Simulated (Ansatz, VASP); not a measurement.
# Two plane-wave programs on TiO2

INCAR

```
  ALGO = Normal
  EDIFF = 1E-7
  ENCUT = 520
  GGA = PE
  ISIF = 2
  ISMEAR = 0
  LASPH = True
  LCHARG = False
  LREAL = False
  LWAVE = False
  NBANDS = 33
  NELM = 60
  PREC = Accurate
  SIGMA = 0.05
```

The input KPOINTS:

```
k-points
0
Gamma
  8 8 10
```

File POSCAR:

```
TiO2
1.0
    4.7739233549      0.0000000000      0.0000000000
    0.0000000000      4.7739233549      0.0000000000
    0.0000000000      0.0000000000      2.8037567095
Ti O
2 4
Direct
    0.0000000000      0.0000000000      0.0000000000
    0.5000000000      0.5000000000      0.5000000000
    0.3051105247      0.3051105247      0.0000000000
    0.1948894753      0.8051105247      0.5000000000
    0.6948894753      0.6948894753      0.0000000000
    0.8051105247      0.1948894753      0.5000000000
```

Input for Ansatz:

```yaml
crystal:
  lattice:
    - [4.7739233549, 0.0, 0.0]
    - [0.0, 4.7739233549, 0.0]
    - [0.0, 0.0, 2.8037567095]
  atoms:
    - { symbol: Ti, position: [0.0, 0.0, 0.0] }
    - { symbol: Ti, position: [0.5, 0.5, 0.5] }
    - { symbol: O, position: [0.3051105247, 0.3051105247, 0.0] }
    - { symbol: O, position: [0.1948894753, 0.8051105247, 0.5] }
    - { symbol: O, position: [0.6948894753, 0.6948894753, 0.0] }
    - { symbol: O, position: [0.8051105247, 0.1948894753, 0.5] }
basis:
  ecutwfc: 420
kpoints:
  mp_grid: { grid: [8, 8, 10] }
hamiltonian:
  xc: pbe
scf:
  occupations: { method: gaussian, width: 0.05 }
output:
  forces: true
  stress: true
  eigenvalues: true
```

Alike in both runs: task single point; functional PBE; k mesh 8 × 8 × 10; occupations gaussian, width 0.05 eV; no spin polarisation.

|  | VASP | Ansatz |
| --- | --- | --- |
| version | VASP 6.6.1 | Ansatz 0.2.0 |
| potentials or method | VASP PAW PBE potentials, release 64 (Ti_sv, O), cutoff 520 eV | scalar-relativistic, plane waves, PAW |
| valence electrons in the cell | 48 | 48 |

|  | VASP | Ansatz | Ansatz less VASP |
| --- | --- | --- | --- |
| gap on the k mesh at the Fermi level (eV) | 1.96 | 1.98 | +0.020 |
| least direct gap on the mesh (eV) | 2.01 | 2.02 | +0.018 |
| pressure (GPa) | 5.2 | 4.5 | -0.67 |
| traceless stress, the component that is largest in VASP (GPa) | 16.68 | 16.40 | -0.278 |
| rms of the force components (eV/Å) | 0.034 | 0.008 | -0.0259 |

Atom by atom the forces differ by 0.026 eV/Å (rms over components).
